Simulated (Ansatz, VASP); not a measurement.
**Two plane-wave programs on C**

```
C
1.0
     2.44460    0.00000    0.00000
    -1.22230    2.11709    0.00000
     0.00000    0.00000   24.10784
C
4
Direct
  0.01417 0.02834 0.56878
  0.98583 0.97166 0.43122
  0.34750 0.69501 0.43120
  0.65250 0.30499 0.56880
```

Change from the starting cell: mode 4 frozen in at -0.000 Å and mode 10 at +0.060 Å (largest displacements).

Alike in both runs: task single point; functional LDA; k mesh 18 × 18 × 2; occupations gaussian, width 0.15 eV; no spin polarisation.

|  | VASP | Ansatz |
| --- | --- | --- |
| version | VASP 6.6.1 | Ansatz 0.2.0 |
| potentials or method | VASP PAW LDA potentials, release 64 (C), cutoff 520 eV | scalar-relativistic, plane waves, PAW |
| valence electrons in the cell | 16 | 16 |

|  | VASP | Ansatz | Ansatz less VASP |
| --- | --- | --- | --- |
| gap on the k mesh at the Fermi level (eV) | 0.59 | 0.59 | 0.000 |
| least direct gap on the mesh (eV) | 0.59 | 0.59 | 0.000 |
| rms of the force components (eV/Å) | 3.323 | 3.326 | +0.0028 |

Ansatz warns that its potentials were made for another functional, while VASP's fit it. LDA's correlation is that of Perdew and Zunger in VASP and of Perdew and Wang (1992) in Ansatz. Atom by atom the forces differ by 0.003 eV/Å (rms over components).
